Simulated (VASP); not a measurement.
**Al: single point with PBEsol+D3(BJ)**

Al:

```
Al
1.0
     2.87397    0.00000    0.00000
    -1.43698    2.48893    0.00000
     0.00000    0.00000    4.51577
Al
2
Direct
  0.66667 0.33333 0.75000
  0.33333 0.66667 0.25000
```

This cell differs from its parent crystal: biaxial strain in the a-b plane: +3.0 %, then relaxed in part.

| Property | Result |
| --- | --- |
| Program | VASP 6.6.1 |
| Task | single point |
| Functional | PBEsol |
| Dispersion | D3(BJ) |
| Potentials or basis | VASP PAW PBE potentials, release 64 (Al) |
| Cutoff | 520 eV |
| k mesh | 24 × 24 × 12 |
| Occupations | gaussian, width 0.1 eV |
| Spin | no spin polarisation |
| Dipole correction | no |
| Further INCAR settings | ALGO = Normal; EDIFF = 1e-07; NBANDS = 10 |

```
Pressure                   : -2.3 GPa
Band gap on the k mesh     : zero (band 3 reaches 12.95 eV, above the bottom of band 4 at 4.86 eV)
Dispersion energy per atom : -0.324 eV
```

Stress tensor (GPa, compression positive):
```
-3.41  0.00  0.00
 0.00 -3.41  0.00
 0.00  0.00  0.07
```

Levels at points of the mesh, in eV from the Fermi level:
```tsv
k point	band 1	band 2	band 3	band 4	band 5	band 6
(0.00, 0.00, 0.00)	-11.27	-4.44	-3.91	10.11	10.11	10.60
(0.50, 0.00, 0.00)	-5.54	-5.31	0.65	1.56	1.56	2.09
(0.00, 0.00, 0.50)	-9.46	-9.46	4.24	4.24	11.45	11.45
(0.50, 0.00, 0.50)	-4.03	-4.03	-3.30	-3.30	6.78	6.78
```

It used 170 s of CPU time on 1 thread of AMD EPYC 7R13 Processor (Zen 3), on a shared host.

Caveat: the cell differs from its parent crystal (biaxial strain in the a-b plane: +3.0 %, then relaxed in part); the PAW data sets were made with another functional, which shifts forces and pressure a little; pairwise dispersion overbinds metals, which lowers pressure and volume.
